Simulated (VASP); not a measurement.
Write the native input for VASP 6.6.1 that does the following.

* Task: single point
* Functional: PBEsol
* Potentials or basis: VASP PAW PBE potentials, release 64 (Sn_d, Se)
* Cutoff: 520 eV
* k mesh: 7 × 7 × 7
* Occupations: fermi-dirac, width 0.01 eV
* Spin: no spin polarisation
* Dipole correction: no
* Further INCAR settings: ALGO = Normal; EDIFF = 1e-07; NBANDS = 17

The structure of SnSe lies in POSCAR:

```
SnSe
1.0
    0.0000000000      3.0496098055      3.0496098055
    3.0496098055      0.0000000000      3.0496098055
    3.0496098055      3.0496098055      0.0000000000
Sn Se
1 1
Direct
    0.0000000000      0.0000000000      0.0000000000
    0.5000000000      0.5000000000      0.5000000000
```

This cell differs from its parent crystal: volume scaled by 1.04.

One way to write it, as run:

INCAR

```
SYSTEM = SnSe
  ALGO = Normal
  EDIFF = 1E-7
  ENCUT = 520
  GGA = PS
  ISIF = 2
  ISMEAR = -1
  LASPH = .True.
  LCHARG = .False.
  LREAL = .False.
  LWAVE = .False.
  NBANDS = 17
  NELM = 100
  PREC = Accurate
  SIGMA = 0.01
```

KPOINTS

```
k-points
0
Gamma
  7 7 7
  0 0 0
```

Potentials or basis: VASP PAW PBE potentials, release 64 (Sn_d, Se).

Launch:

```sh
$ cat potpaw_PBE.64/Sn_d/POTCAR potpaw_PBE.64/Se/POTCAR > POTCAR
$ mpirun -np 1 vasp_std > vasp.out
```

It gave:

* Pressure: -3.6 GPa

Caveat: the PAW data sets were made with another functional, which shifts forces and pressure a little.

Wall time 11 s on 1 thread of Intel Xeon 6975P-C (shared host), peak memory 0.18 GiB.
